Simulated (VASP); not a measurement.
# BN (P6_3/mmc) in VASP: notebook

The runs below take BN through single point, relaxation of cell and atoms, with r2SCAN.

Program: VASP 6.6.1. These are calculated values, not measurements. Logs are shortened: lines on timing, memory, paths and dates and some standing lists are left out, and cuts for length are marked.

## (1) The cell of the first run

The structure is hexagonal, space group P6_3/mmc (No. 194). Conventional cell: a = 2.501 Å, b = 2.501 Å, c = 6.872 Å, α = 90.00°, β = 90.00°, γ = 120.00°. B (site symmetry -6m2) has 3 N at 1.44 Å within 1.9 Å. N (site symmetry -6m2) has 3 B at 1.44 Å within 1.9 Å.

## (2) Single point, r2SCAN

The input, POSCAR:

```
BN
1.0
    2.5009398558      0.0000000000      0.0000000000
   -1.2504699279      2.1658774484      0.0000000000
    0.0000000000      0.0000000000      6.8721526100
B N
2 2
Direct
    0.3333333333      0.6666666667      0.2500000000
    0.6666666667      0.3333333333      0.7500000000
    0.3333333333      0.6666666667      0.7500000000
    0.6666666667      0.3333333333      0.2500000000
```

The input, INCAR.step1:

```
SYSTEM = BN
  PREC = Accurate
  ENCUT = 520
  ISMEAR = 0
  SIGMA = 0.01
  LREAL = .False.
  LASPH = .True.
  NELM = 100
  NBANDS = 16
  GGA = PE
  ALGO = Normal
  EDIFF = 1E-4
  LWAVE = .True.
  LCHARG = .False.
```

The input, INCAR.step2:

```
SYSTEM = BN
  PREC = Accurate
  ENCUT = 520
  EDIFF = 1E-7
  ISMEAR = 0
  SIGMA = 0.01
  LREAL = .False.
  LASPH = .True.
  NELM = 100
  ALGO = Normal
  ISIF = 2
  LWAVE = .False.
  LCHARG = .False.
  METAGGA = R2SCAN
  LMIXTAU = .True.
  NBANDS = 16
  ISTART = 1
```

The input, KPOINTS:

```
regular mesh
0
Gamma
  10 10 4
  0 0 0
```

Potentials or basis: VASP PAW PBE potentials, release 64 (B, N).

On the command line:

```console
$ cat potpaw_PBE.64/B/POTCAR potpaw_PBE.64/N/POTCAR > POTCAR
$ cp INCAR.step1 INCAR
$ mpirun -np 1 vasp_std > vasp.out
$ cp INCAR.step2 INCAR
$ mpirun -np 1 vasp_std > vasp.out
```

OUTCAR:

```text
SYSTEM = BN
   PREC = Accurate
   ENCUT = 520
   EDIFF = 1E-7
   ISMEAR = 0
   LREAL = .False.
   LASPH = .True.
   NELM = 100
   ISIF = 2
   METAGGA = R2SCAN
   ISTART = 1

 ion  position               nearest neighbor table
   1  0.333  0.667  0.250-   4 1.44   4 1.44   4 1.44
   2  0.667  0.333  0.750-   3 1.44   3 1.44   3 1.44
   3  0.333  0.667  0.750-   2 1.44   2 1.44   2 1.44
   4  0.667  0.333  0.250-   1 1.44   1 1.44   1 1.44

  LATTYP: Found a hexagonal cell.
 ALAT       =     2.5009398558
 C/A-ratio  =     2.7478280192

  Lattice vectors:

 A1 = (   2.5009398558,   0.0000000000,   0.0000000000)
 A2 = (  -1.2504699279,   2.1658774484,   0.0000000000)
 A3 = (   0.0000000000,   0.0000000000,   6.8721526100)

Analysis of symmetry for initial positions (statically):
=====================================================================
 Subroutine PRICEL returns:
 Original cell was already a primitive cell.

 Routine SETGRP: Setting up the symmetry group for a
 hexagonal supercell.

 Subroutine GETGRP returns: Found 24 space group operations
 (whereof 12 operations were pure point group operations)
 out of a pool of 24 trial point group operations.

The static configuration has the point symmetry D_3d.
 The point group associated with its full space group is D_6h.

Analysis of symmetry for dynamics (positions and initial velocities):
=====================================================================
 Subroutine PRICEL returns:
 Original cell was already a primitive cell.

 Routine SETGRP: Setting up the symmetry group for a
 hexagonal supercell.

 Subroutine GETGRP returns: Found 24 space group operations
 (whereof 12 operations were pure point group operations)
 out of a pool of 24 trial point group operations.

The dynamic configuration has the point symmetry D_3d.
 The point group associated with its full space group is D_6h.

 Subroutine INISYM returns: Found 24 space group operations
 (whereof 12 operations are pure point group operations),
 and found     1 'primitive' translations

----------------------------------------------------------------------------------------

                                     Primitive cell

  volume of cell :      37.2246

  direct lattice vectors                    reciprocal lattice vectors
     2.500939856  0.000000000  0.000000000     0.399849680  0.230853320  0.000000000
    -1.250469928  2.165877448  0.000000000     0.000000000  0.461706640  0.000000000
     0.000000000  0.000000000  6.872152610     0.000000000  0.000000000  0.145514813
[... 92 lines left out ...]
   IBRION =     -1    ionic relax: 0-MD 1-quasi-New 2-CG
   NFREE  =      0    steps in history (QN), initial steepest desc. (CG)
   ISIF   =      2    stress and relaxation
   ISYM   =      2    0-nonsym 1-usesym 2-fastsym
   POTIM  = 0.5000    time-step for ionic-motion
   TEBEG  =    0.0;   TEEND  =   0.0 temperature during run
   PSTRESS=    0.0 pullay stress
   NELECT =      16.0000    total number of electrons
   NUPDOWN=      -1.0000    fix difference up-down
   EMIN   =  10.00;   EMAX   =-10.00  energy-range for DOS
   EFERMI =   0.00;   METHOD = LEGACY
   ISMEAR =     0;   SIGMA  =   0.01  broadening in eV -4-tet -1-fermi 0-gaus
   EFERMI_NEDOS =   21; number of points for ismear=-14 and -15
   IALGO  =     38    algorithm
   IMIX   =      4    mixing-type and parameters
     AMIX     =   0.40;   BMIX     =  1.00
     AMIX_MAG =   1.60;   BMIX_MAG =  1.00
  volume/ion in A,a.u.               =       9.31        62.80
  Fermi-wavevector in a.u.,A,eV,Ry     =   1.235487  2.334732 20.768316  1.526428
  Thomas-Fermi vector in A             =   2.370134
   LORBIT       =      0    0 simple, 1 ext, 2 COOP (PROOUT), +10 PAW based schemes
   METAGGA = R2SCAN    functional components
   LHFCALC =     F    Hartree Fock is set to
   AEXX    =    0.0000 exact exchange contribution
   IVDW    =     0    specifies the selected vdW correction
   LEPSILON=     F    determine dielectric tensor
   LRPA    =     F    only Hartree local field effects (RPA)
 non-spin polarized calculation
 Gauss-broadening in eV      SIGMA  =   0.01
  energy-cutoff  :      520.00
  volume of cell :       37.22
 maximum number of plane-waves:      1034
 NGX is ok and might be reduce to    20
   NGX =  9   NGY =  9   NGZ = 25

 number of electron      16.0000000 magnetization

 Free energy of the ion-electron system (eV)
  ---------------------------------------------------
  ext. energy  EPLUGINS =         0.00000000
  ---------------------------------------------------
  free energy    TOTEN  =       -38.59610756 eV

  energy without entropy =      -38.59610756  energy(sigma->0) =      -38.59610756

 E-fermi :   1.8869     XC(G=0): -10.5140

 val. band max:        1.7738114068   @ k =   0.3000   0.3000   0.0000
 cond. band min:       6.6822088389   @ k =   0.5000  -0.0000   0.0000
 fundamental gap:      4.9083974321
 Fermi energy:         1.8869034995

 k-point     1 :       0.0000    0.0000    0.0000
  band No.  band energies     occupation
      1     -17.0291      2.00000
      2     -16.8069      2.00000
      3      -4.4955      2.00000
      4      -2.6465      2.00000
      5       0.4064      2.00000
      6       0.4064      2.00000
[... 433 lines left out ...]
      3      -7.1687      2.00000
      4      -7.1272      2.00000
      5      -3.0493      2.00000
      6      -3.0116      2.00000
[... 8 lines left out ...]
     15      17.6992      0.00000
     16      20.2804      0.00000

 [... further k-points ...]

------------------------ aborting loop because EDIFF is reached ----------------------------------------

  FORCE on cell =-STRESS in cart. coord.  units (eV):
  Direction    XX          YY          ZZ          XY          YZ          ZX
  --------------------------------------------------------------------------------------
  -------------------------------------------------------------------------------------
  Total        0.1599840      0.1599840     -0.0552968      0.0000000      0.0000000      0.0000000
  in kB        6.8858465      6.8858465     -2.3800218      0.0000000      0.0000000      0.0000000
  external PRESSURE =       3.7972237 kB  Pullay stress =       0.0000000 kB

 VOLUME and BASIS-vectors are now :
 -----------------------------------------------------------------------------
  energy-cutoff  :      520.00
  volume of cell :       37.22
      direct lattice vectors                 reciprocal lattice vectors
     2.500939856  0.000000000  0.000000000     0.399849680  0.230853320  0.000000000
    -1.250469928  2.165877448  0.000000000     0.000000000  0.461706640  0.000000000
     0.000000000  0.000000000  6.872152610     0.000000000  0.000000000  0.145514813

 POSITION                                       TOTAL-FORCE (eV/Angst)
 -----------------------------------------------------------------------------------
     -0.00000      1.44392      1.71804         0.000000     -0.000000      0.000000
      1.25047      0.72196      5.15411         0.000000      0.000000      0.000000
     -0.00000      1.44392      5.15411        -0.000000     -0.000000      0.000000
      1.25047      0.72196      1.71804         0.000000      0.000000      0.000000
 -----------------------------------------------------------------------------------
    total drift:                               -0.000000      0.000000      0.000000

  FREE ENERGIE OF THE ION-ELECTRON SYSTEM (eV)
  ---------------------------------------------------
  free  energy   TOTEN  =       -38.5961075640 eV

  energy  without entropy=      -38.5961075640  energy(sigma->0) =      -38.59610756
```

OSZICAR.step1:

```text
N       E                     dE             d eps       ncg     rms          rms(c)
DAV:   1     0.474588697392E+02    0.47459E+02   -0.79361E+03  1352   0.924E+02
DAV:   2    -0.356785468256E+02   -0.83137E+02   -0.76343E+02  1896   0.217E+02
DAV:   3    -0.387793179889E+02   -0.31008E+01   -0.30912E+01  1736   0.417E+01
DAV:   4    -0.387999328437E+02   -0.20615E-01   -0.20610E-01  1712   0.374E+00
DAV:   5    -0.388001417289E+02   -0.20889E-03   -0.20888E-03  1760   0.358E-01    0.113E+01
DAV:   6    -0.355395074119E+02    0.32606E+01   -0.53140E+00  1744   0.176E+01    0.508E+00
DAV:   7    -0.352513213012E+02    0.28819E+00   -0.60776E-01  1776   0.557E+00    0.318E+00
DAV:   8    -0.351734107993E+02    0.77911E-01   -0.24842E-01  1680   0.333E+00    0.497E-01
DAV:   9    -0.351682291637E+02    0.51816E-02   -0.16765E-02  1496   0.106E+00    0.198E-01
DAV:  10    -0.351692779326E+02   -0.10488E-02   -0.14324E-03  1520   0.290E-01    0.356E-02
DAV:  11    -0.351694009036E+02   -0.12297E-03   -0.10000E-04  1472   0.810E-02    0.240E-02
DAV:  12    -0.351694166539E+02   -0.15750E-04   -0.26470E-05  1064   0.392E-02
   1 F= -.35169417E+02 E0= -.35169417E+02  d E =-.973277E-89
```

It took 56 s on 1 thread of Intel Xeon Platinum 8559C (Emerald Rapids), shared host; peak memory 0.16 GiB.

Results:

```
Free energy            : -38.5961 eV
Pressure               : 0.4 GPa
Band gap on the k mesh : 4.91 eV (least direct gap 5.41 eV)
```

Stress tensor (GPa, compression positive):
```
 0.69  0.00  0.00
 0.00  0.69  0.00
 0.00  0.00 -0.24
```

Levels at points of the mesh, in eV from the valence-band top:
| k point | band 6 | band 7 | band 8 | band 9 | band 10 | band 11 |
| --- | --- | --- | --- | --- | --- | --- |
| (0.00, 0.00, 0.00) | -1.37 | -1.34 | -1.34 | 5.38 | 10.59 | 12.32 |
| (0.50, 0.00, 0.00) | -4.26 | -1.37 | -0.53 | 4.91 | 6.18 | 10.19 |
| (0.00, 0.00, 0.50) | -1.35 | -1.35 | -1.35 | 7.68 | 7.68 | 12.37 |
| (0.50, 0.00, 0.50) | -4.28 | -0.94 | -0.94 | 5.34 | 5.34 | 10.63 |

Caveat: the PAW data sets were made with another functional, which shifts forces and pressure a little.

## (3) Single point, r2SCAN

POSCAR, as its differences from that of step 2:

```diff
@@ -3,3 +3,3 @@
     2.5009398558      0.0000000000      0.0000000000
-   -1.2504699279      2.1658774484      0.0000000000
+   -1.2504699279      2.1658774485      0.0000000000
     0.0000000000      0.0000000000      6.8721526100
```

The input, INCAR.step1:

```
SYSTEM = BN
ALGO = Normal ; EDIFF = 1E-4
ENCUT = 520 ; GGA = PE
ISMEAR = -1 ; LASPH = .TRUE.
LCHARG = .FALSE. ; LREAL = .FALSE.
LWAVE = .TRUE. ; NBANDS = 16
NELM = 80 ; PREC = Accurate
SIGMA = 0.08
```

The input, INCAR.step2:

```
SYSTEM = BN
ALGO = Normal ; EDIFF = 1E-6
ENCUT = 520 ; ISIF = 2
ISMEAR = -1 ; ISTART = 1
LASPH = .TRUE. ; LCHARG = .FALSE.
LMIXTAU = .TRUE. ; LREAL = .FALSE.
LWAVE = .FALSE. ; METAGGA = R2SCAN
NBANDS = 16 ; NELM = 80
PREC = Accurate ; SIGMA = 0.08
```

The input, KPOINTS:

```
k-points
0
G
  14 14 6
  0 0 0
```

Potentials or basis: VASP PAW PBE potentials, release 64 (B, N).

On the command line:

```console
$ cat potpaw_PBE.64/B/POTCAR potpaw_PBE.64/N/POTCAR > POTCAR
$ cp INCAR.step1 INCAR
$ mpirun -np 1 vasp_std > vasp.out
$ cp INCAR.step2 INCAR
$ mpirun -np 1 vasp_std > vasp.out
```

Run time: 2.5 min. Hardware: 1 thread of Intel Xeon Platinum 8559C (Emerald Rapids), shared host; peak memory 0.18 GiB.

Results (log left out):

```
Free energy            : -38.5961 eV
Pressure               : 0.4 GPa
Band gap on the k mesh : 4.90 eV (least direct gap 5.40 eV)
```

Stress tensor (GPa, compression positive):
```
 0.69  0.00  0.00
 0.00  0.69  0.00
 0.00  0.00 -0.24
```

Levels at points of the mesh, in eV from the valence-band top:
```tsv
k point	band 4	band 5	band 6	band 7	band 8	band 9	band 10	band 11	band 12	band 13
(0.00, 0.00, 0.00)	-4.43	-1.37	-1.37	-1.35	-1.35	5.37	10.59	12.32	12.32	12.42
(0.50, 0.00, 0.00)	-9.24	-4.31	-4.27	-1.37	-0.53	4.90	6.17	10.19	10.70	13.11
(0.00, 0.00, 0.50)	-5.45	-1.36	-1.36	-1.36	-1.36	7.68	7.68	12.37	12.37	12.37
(0.50, 0.00, 0.50)	-9.27	-4.29	-4.29	-0.94	-0.94	5.34	5.34	10.62	10.62	14.10
```

Caveat: the PAW data sets were made with another functional, which shifts forces and pressure a little. A k mesh can miss the band edges.

(Continued in part 2 of 2.)
